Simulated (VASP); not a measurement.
Wanted: the native input for a VASP 6.6.1 run.

```yaml
Task: single point
Functional: PBE
Dispersion: D3(BJ)
Potentials_or_basis: VASP PAW PBE potentials, release 64 (Ti_sv, Si)
Cutoff: 520 eV
k_mesh: 5 × 4 × 1
Occupations: gaussian, width 0.1 eV
Spin: no spin polarisation
Dipole_correction: yes
Further_INCAR_settings: LREAL = Auto; ALGO = Normal; EDIFF = 1e-07; NBANDS = 125
```

The structure of Ti18Si lies in POSCAR:

```
Ti18Si
1.0
    5.5706966049      0.0000000000      0.0000000000
    0.0000000000      7.7847098564      0.0000000000
    0.0000000000      0.0000000000     21.5200068025
Ti Si
18 1
Direct
    0.0000000000      0.5000000000      0.1858735472
    0.5000000000      0.5000000000      0.1858735472
    0.2500000000      0.1666666667      0.1858735472
    0.7500000000      0.1666666667      0.1858735472
    0.2500000000      0.8333333333      0.1858735472
    0.7500000000      0.8333333333      0.1858735472
    0.0000000000      0.0000000000      0.2887684190
    0.5000000000      0.0000000000      0.2887684190
    0.2500000000      0.6672597319      0.2880966778
    0.7500000000      0.6672597319      0.2880966778
    0.2500000000      0.3327402681      0.2880966778
    0.7500000000      0.3327402681      0.2880966778
    0.0000000000      0.5000000000      0.3885221775
    0.5000000000      0.5000000000      0.3885221775
    0.2500000000      0.1667007587      0.3912641329
    0.7500000000      0.1667007587      0.3912641329
    0.2500000000      0.8332992413      0.3912641329
    0.7500000000      0.8332992413      0.3912641329
    0.3750000000      0.6667007587      0.4934945839
```

The input as run:

INCAR

```
SYSTEM = Ti18Si
  PREC = Accurate
  ENCUT = 520
  EDIFF = 1E-7
  ISMEAR = 0
  SIGMA = 0.1
  LREAL = Auto
  LASPH = .TRUE.
  NELM = 100
  ALGO = Normal
  ISIF = 2
  LWAVE = .FALSE.
  LCHARG = .FALSE.
  LDIPOL = .TRUE.
  IDIPOL = 3
  DIPOL = 0.5 0.5 0.299
  GGA = PE
  IVDW = 12
  NBANDS = 125
```

KPOINTS

```
regular mesh
0
G
  5 4 1
  0 0 0
```

Potentials or basis: VASP PAW PBE potentials, release 64 (Ti_sv, Si).

Run with:

```console
$ cat potpaw_PBE.64/Ti_sv/POTCAR potpaw_PBE.64/Si/POTCAR > POTCAR
$ mpirun -np 1 vasp_std > vasp.out
```

Results of the run:

| Item | Value |
| --- | --- |
| Largest force | 1.771 eV/Å |
| Band gap on the k mesh | zero (bands 110 and 111 overlap by 0.23 eV) |
| Dispersion energy per atom | -0.425 eV |

It took 51 min on 1 thread of AMD EPYC 9R45 96-Core Processor (Zen 5), on a shared host, peak memory 1.2 GiB.
